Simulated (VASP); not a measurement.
# Al2Cu (I4/mcm) in VASP: single point with LDA

Aim: the single point of Al2Cu with LDA.

Program: VASP 6.6.1. These are calculated values, not measurements. Logs are shortened: lines on timing, memory, paths and dates and some standing lists are left out, and cuts for length are marked.

**1. The cell of the first run**

Symmetry: I4/mcm, No. 140, tetragonal system. The conventional cell has a = 5.941 Å, b = 5.941 Å, c = 4.775 Å, α = 90.00°, β = 90.00°, γ = 90.00°. Al (site symmetry m2m) has 4 Cu at 2.53 Å and 11 Al at 2.67 to 3.16 Å within 3.3 Å. Cu (site symmetry 422) has 2 Cu at 2.39 Å and 8 Al at 2.53 Å within 3.2 Å.

**2. Single point, LDA**

Contents of INCAR:

```
SYSTEM = Al2Cu
ALGO = Fast ; EDIFF = 1E-7
ENCUT = 520 ; ISIF = 2
ISMEAR = 0 ; LASPH = .TRUE.
LCHARG = .FALSE. ; LREAL = .FALSE.
LWAVE = .FALSE. ; NBANDS = 26
NELM = 60 ; PREC = Accurate
SIGMA = 0.05
```

Contents of KPOINTS:

```
k-points
0
G
  12 12 12
  0 0 0
```

Contents of POSCAR:

```
Al2Cu
1.0
   -2.9704795784      2.9704795784      2.3874396686
    2.9704795784     -2.9704795784      2.3874396686
    2.9704795784      2.9704795784     -2.3874396686
Al Cu
4 2
Direct
    0.6591519922      0.1591519922      0.8183039844
    0.1591519922      0.3408480078      0.5000000000
    0.3408480078      0.8408480078      0.1816960156
    0.8408480078      0.6591519922      0.5000000000
    0.2500000000      0.2500000000      0.0000000000
    0.7500000000      0.7500000000      0.0000000000
```

Potentials or basis: VASP PAW LDA potentials, release 64 (Al, Cu).

Started as:

```bash
$ cat potpaw_LDA.64/Al/POTCAR potpaw_LDA.64/Cu/POTCAR > POTCAR
$ mpirun -np 1 vasp_std > vasp.out
```

OUTCAR:

```text
SYSTEM = Al2Cu
   EDIFF = 1E-7
   ENCUT = 520
   ISIF = 2
   ISMEAR = 0
   LASPH = .TRUE.
   LREAL = .FALSE.
   NELM = 60
   PREC = Accurate

 ion  position               nearest neighbor table
   1  0.659  0.159  0.818-   5 2.53   6 2.53   5 2.53   6 2.53   3 2.67   3 2.83   3 2.83   4 3.05
                             2 3.05   2 3.05   4 3.05   4 3.16   2 3.16   2 3.16   4 3.16
   2  0.159  0.341  0.500-   6 2.53   5 2.53   5 2.53   6 2.53   4 2.67   4 2.83   4 2.83   3 3.05
                             1 3.05   1 3.05   3 3.05   1 3.16   3 3.16   1 3.16   3 3.16
   3  0.341  0.841  0.182-   5 2.53   6 2.53   5 2.53   6 2.53   1 2.67   1 2.83   1 2.83   2 3.05
                             4 3.05   4 3.05   2 3.05   2 3.16   4 3.16   4 3.16   2 3.16
   4  0.841  0.659  0.500-   5 2.53   6 2.53   6 2.53   5 2.53   2 2.67   2 2.83   2 2.83   1 3.05
                             1 3.05   3 3.05   3 3.05   1 3.16   3 3.16   3 3.16   1 3.16
   5  0.250  0.250  0.000-   6 2.39   6 2.39   1 2.53   2 2.53   3 2.53   4 2.53   2 2.53   4 2.53
                             1 2.53   3 2.53
   6  0.750  0.750  0.000-   5 2.39   5 2.39   1 2.53   3 2.53   4 2.53   3 2.53   4 2.53   1 2.53
                             2 2.53   2 2.53

  LATTYP: Found a body centered tetragonal cell.
 ALAT       =     5.9409591568
 C/A-ratio  =     0.8037219599

  Lattice vectors:

 A1 = (  -2.9704795784,   2.9704795784,   2.3874396686)
 A2 = (   2.9704795784,  -2.9704795784,   2.3874396686)
 A3 = (   2.9704795784,   2.9704795784,  -2.3874396686)

Analysis of symmetry for initial positions (statically):
=====================================================================
 Subroutine PRICEL returns:
 Original cell was already a primitive cell.

 Routine SETGRP: Setting up the symmetry group for a
 body centered tetragonal supercell.

 Subroutine GETGRP returns: Found 16 space group operations
 (whereof  8 operations were pure point group operations)
 out of a pool of 16 trial point group operations.

The static configuration has the point symmetry C_4h.
 The point group associated with its full space group is D_4h.

Analysis of symmetry for dynamics (positions and initial velocities):
=====================================================================
 Subroutine PRICEL returns:
 Original cell was already a primitive cell.

 Routine SETGRP: Setting up the symmetry group for a
 body centered tetragonal supercell.

 Subroutine GETGRP returns: Found 16 space group operations
 (whereof  8 operations were pure point group operations)
 out of a pool of 16 trial point group operations.

The dynamic configuration has the point symmetry C_4h.
 The point group associated with its full space group is D_4h.

 Subroutine INISYM returns: Found 16 space group operations
 (whereof  8 operations are pure point group operations),
 and found     1 'primitive' translations

----------------------------------------------------------------------------------------

                                     Primitive cell

  volume of cell :      84.2647

  direct lattice vectors                    reciprocal lattice vectors
    -2.970479578  2.970479578  2.387439669     0.000000000  0.168322989  0.209429376
     2.970479578 -2.970479578  2.387439669     0.168322989  0.000000000  0.209429376
     2.970479578  2.970479578 -2.387439669     0.168322989  0.168322989  0.000000000

  length of vectors
     4.831911218  4.831911218  4.831911218     0.268688094  0.268688094  0.238044653

  position of ions in fractional coordinates (direct lattice)
     0.659151992  0.159151992  0.818303984
     0.159151992  0.340848008  0.500000000
     0.340848008  0.840848008  0.181696016
     0.840848008  0.659151992  0.500000000
     0.250000000  0.250000000  0.000000000
     0.750000000  0.750000000  0.000000000

  ion indices of the primitive-cell ions
   primitive index   ion index
                 1           1
                 2           2
                 3           3
                 4           4
                 5           5
                 6           6

----------------------------------------------------------------------------------------

 KPOINTS: k-points

Automatic generation of k-mesh.
 Grid dimensions read from file:
 generate k-points for:   12   12   12

 Generating k-lattice:

  Cartesian coordinates                     Fractional coordinates (reciprocal lattice)
     0.000000000  0.014026916  0.017452448     0.083333333  0.000000000 -0.000000000
     0.014026916  0.000000000  0.017452448     0.000000000  0.083333333 -0.000000000
     0.014026916  0.014026916  0.000000000     0.000000000  0.000000000  0.083333333

  Length of vectors
     0.022390675  0.022390675  0.019837054

  Shift w.r.t. Gamma in fractional coordinates (k-lattice)
     0.000000000  0.000000000  0.000000000

 Subroutine IBZKPT returns following result:
 ===========================================

 Found    163 irreducible k-points:

 Following reciprocal coordinates:
            Coordinates               Weight
  0.000000  0.000000  0.000000      1.000000
  0.083333  0.000000  0.000000      8.000000
  0.166667  0.000000  0.000000      8.000000
  0.250000  0.000000  0.000000      8.000000
  0.333333  0.000000 -0.000000      8.000000
  0.416667  0.000000 -0.000000      8.000000
[... 16 lines left out ...]
  0.500000  0.166667  0.000000     16.000000
 -0.416667  0.166667 -0.000000     16.000000
 [... further k-points ...]
   k-points           NKPTS =    163   k-points in BZ     NKDIM =    163   number of bands    NBANDS=     26
   number of dos      NEDOS =    301   number of ions     NIONS =      6
   total plane-waves  NPLWV =  46656
   dimension x,y,z NGX =    36 NGY =   36 NGZ =   36
   dimension x,y,z NGXF=    72 NGYF=   72 NGZF=   72
   ions per type =               4   2
   NGX,Y,Z   is equivalent  to a cutoff of  12.39, 12.39, 12.39 a.u.
   NGXF,Y,Z  is equivalent  to a cutoff of  24.77, 24.77, 24.77 a.u.
 SYSTEM =  Al2Cu
   PREC   = accura    normal or accurate (medium, high low for compatibility)
   ISTART =      0    job   : 0-new  1-cont  2-samecut
   ICHARG =      2    charge: 1-file 2-atom 10-const
   ISPIN  =      1    spin polarized calculation?
   LNONCOLLINEAR =      F non collinear calculations
   LSORBIT =      F    spin-orbit coupling
   LASPH  =      T    aspherical Exc in radial PAW
   ENCUT  =  520.0 eV  38.22 Ry    6.18 a.u.   8.98  8.98  8.98*2*pi/ulx,y,z
   NELM   =     60;   NELMIN=  2; NELMDL= -5     # of ELM steps
   EDIFF  = 0.1E-06   stopping-criterion for ELM
   LREAL  =      F    real-space projection
   EDIFFG = 0.1E-05   stopping-criterion for IOM
   NSW    =      0    number of steps for IOM
   IBRION =     -1    ionic relax: 0-MD 1-quasi-New 2-CG
   NFREE  =      0    steps in history (QN), initial steepest desc. (CG)
   ISIF   =      2    stress and relaxation
   ISYM   =      2    0-nonsym 1-usesym 2-fastsym
   POTIM  = 0.5000    time-step for ionic-motion
   TEBEG  =    0.0;   TEEND  =   0.0 temperature during run
   PSTRESS=    0.0 pullay stress
   NELECT =      34.0000    total number of electrons
   NUPDOWN=      -1.0000    fix difference up-down
   EMIN   =  10.00;   EMAX   =-10.00  energy-range for DOS
   EFERMI =   0.00;   METHOD = LEGACY
   ISMEAR =     0;   SIGMA  =   0.05  broadening in eV -4-tet -1-fermi 0-gaus
   EFERMI_NEDOS =   21; number of points for ismear=-14 and -15
   IALGO  =     68    algorithm
   IMIX   =      4    mixing-type and parameters
     AMIX     =   0.40;   BMIX     =  1.00
     AMIX_MAG =   1.60;   BMIX_MAG =  1.00
  volume/ion in A,a.u.               =      14.04        94.77
  Fermi-wavevector in a.u.,A,eV,Ry     =   1.209723  2.286045 19.911172  1.463430
  Thomas-Fermi vector in A             =   2.345292
   LORBIT       =      0    0 simple, 1 ext, 2 COOP (PROOUT), +10 PAW based schemes
   GGA     = CA    functional components
   LHFCALC =     F    Hartree Fock is set to
   AEXX    =    0.0000 exact exchange contribution
   IVDW    =     0    specifies the selected vdW correction
   LEPSILON=     F    determine dielectric tensor
   LRPA    =     F    only Hartree local field effects (RPA)
 non-spin polarized calculation
 RMM-DIIS sequential band-by-band and
 Gauss-broadening in eV      SIGMA  =   0.05
  energy-cutoff  :      520.00
  volume of cell :       84.26
 maximum number of plane-waves:      2288
   NGX = 17   NGY = 17   NGZ = 17

 number of electron      34.0000042 magnetization

 Free energy of the ion-electron system (eV)
  ---------------------------------------------------
  ext. energy  EPLUGINS =         0.00000000
  ---------------------------------------------------
  free energy    TOTEN  =       -27.28044769 eV

  energy without entropy =      -27.27820021  energy(sigma->0) =      -27.27932395

 E-fermi :   8.4221     XC(G=0): -11.3130

 val. band max:        8.4144709607   @ k =  -0.2500   0.2500   0.2500
 cond. band min:       8.4282574354   @ k =   0.2500   0.2500   0.0000
 fundamental gap:      0.0137864747
 Fermi energy:         8.4220865463

 k-point     1 :       0.0000    0.0000    0.0000
  band No.  band energies     occupation
      1      -2.7156      2.00000
      2       2.7862      2.00000
      3       2.9631      2.00000
      4       2.9637      2.00000
      5       2.9637      2.00000
      6       3.9271      2.00000
[... 18 lines left out ...]
     25      13.8499      0.00000
     26      14.5019      0.00000

 k-point     2 :       0.0833    0.0000    0.0000
  band No.  band energies     occupation
      1      -2.6400      2.00000
      2       2.7825      2.00000
      3       2.9517      2.00000
      4       2.9626      2.00000
      5       2.9832      2.00000
      6       3.9164      2.00000
[... 18 lines left out ...]
     25      13.9343      0.00000
     26      14.7230      0.00000

 k-point     3 :       0.1667    0.0000    0.0000
  band No.  band energies     occupation
      1      -2.4139      2.00000
      2       2.7748      2.00000
      3       2.8705      2.00000
      4       2.9584      2.00000
      5       3.0404      2.00000
      6       3.8768      2.00000
[... 572 lines left out ...]
 k-point    23 :       0.5000    0.1667    0.0000
  band No.  band energies     occupation
      1      -0.8343      2.00000
      2       1.1776      2.00000
      3       1.6933      2.00000
      4       2.9109      2.00000
      5       3.2666      2.00000
      6       3.5871      2.00000
[... 18 lines left out ...]
     25      14.8784      0.00000
     26      15.2449      0.00000

 k-point    24 :      -0.4167    0.1667   -0.0000
  band No.  band energies     occupation
      1      -1.4600      2.00000
      2       1.7311      2.00000
      3       2.0680      2.00000
      4       2.9892      2.00000
      5       3.1520      2.00000
      6       3.5844      2.00000
[... 18 lines left out ...]
     25      14.4998      0.00000
     26      16.0623      0.00000

 [... further k-points ...]
[... 5 lines left out ...]
  --------------------------------------------------------------------------------------
  -------------------------------------------------------------------------------------
  Total        0.1480799      0.1480799      0.1621518      0.0000000     -0.0000000      0.0000000
  in kB        2.8155370      2.8155370      3.0830944      0.0000000     -0.0000000      0.0000000
  external PRESSURE =       2.9047228 kB  Pullay stress =       0.0000000 kB

 VOLUME and BASIS-vectors are now :
 -----------------------------------------------------------------------------
  energy-cutoff  :      520.00
  volume of cell :       84.26
      direct lattice vectors                 reciprocal lattice vectors
    -2.970479578  2.970479578  2.387439669     0.000000000  0.168322989  0.209429376
     2.970479578 -2.970479578  2.387439669     0.168322989  0.000000000  0.209429376
     2.970479578  2.970479578 -2.387439669     0.168322989  0.168322989  0.000000000

 POSITION                                       TOTAL-FORCE (eV/Angst)
 -----------------------------------------------------------------------------------
      0.94552      3.91600      0.00000        -0.003167     -0.003167     -0.000000
      2.02496      0.94552      0.00000         0.003167     -0.003167      0.000000
      2.02496     -0.94552      2.38744         0.003167      0.003167      0.000000
      0.94552      2.02496      2.38744        -0.003167      0.003167      0.000000
      0.00000      0.00000      1.19372        -0.000000     -0.000000      0.000000
      0.00000      0.00000      3.58116        -0.000000     -0.000000      0.000000
 -----------------------------------------------------------------------------------
    total drift:                                0.000000      0.000000      0.000000

  FREE ENERGIE OF THE ION-ELECTRON SYSTEM (eV)
  ---------------------------------------------------
  free  energy   TOTEN  =       -27.2804476906 eV

  energy  without entropy=      -27.2782002131  energy(sigma->0) =      -27.27932395
```

Wall time 12 min (1 thread of Intel Xeon 8259CL, shared host); peak memory 0.4 GiB.

Results:

* Free energy: -27.2804 eV
* Pressure: 0.3 GPa
* Largest force: 0.004 eV/Å
* Band gap on the k mesh: zero (bands 17 and 18 overlap by 4.46 eV)

Forces on the atoms (eV/Å):
```
Al  -0.003 -0.003  0.000
Al   0.003 -0.003  0.000
Al   0.003  0.003  0.000
Al  -0.003  0.003  0.000
Cu   0.000  0.000  0.000
Cu   0.000  0.000  0.000
```
